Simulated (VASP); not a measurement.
Here is a VASP 6.6.1 calculation.

File INCAR:

```
PREC = Accurate ; ENCUT = 520
EDIFF = 1E-6 ; ISMEAR = 1
SIGMA = 0.1 ; LREAL = False
LASPH = True ; NELM = 80
ALGO = Normal ; ISIF = 2
LWAVE = False ; LCHARG = False
GGA = PE ; IVDW = 12
NBANDS = 32
```

KPOINTS

```
Automatic mesh
0
Gamma
  6 6 6
```

POSCAR

```
Pd3PbC
1.0
    4.2358074554      0.0000000000      0.0000000000
    0.0000000000      4.2358074554      0.0000000000
    0.0000000000      0.0000000000      4.2358074554
Pd Pb C
3 1 1
Direct
    0.0000000000      0.5000000000      0.5000000000
    0.5000000000      0.5000000000      0.0000000000
    0.5000000000      0.0000000000      0.5000000000
    0.0000000000      0.0000000000      0.0000000000
    0.5000000000      0.5000000000      0.5000000000
```

Potentials or basis: VASP PAW PBE potentials, release 64 (Pd, Pb_d, C).

Launch:

```bash
$ cat potpaw_PBE.64/Pd/POTCAR potpaw_PBE.64/Pb_d/POTCAR potpaw_PBE.64/C/POTCAR > POTCAR
$ mpirun -np 1 vasp_std > vasp.out
```

Q: Predict the dispersion energy per atom.

A: -0.515 eV.

Q: Predict the pressure.

A: 0.0 GPa.
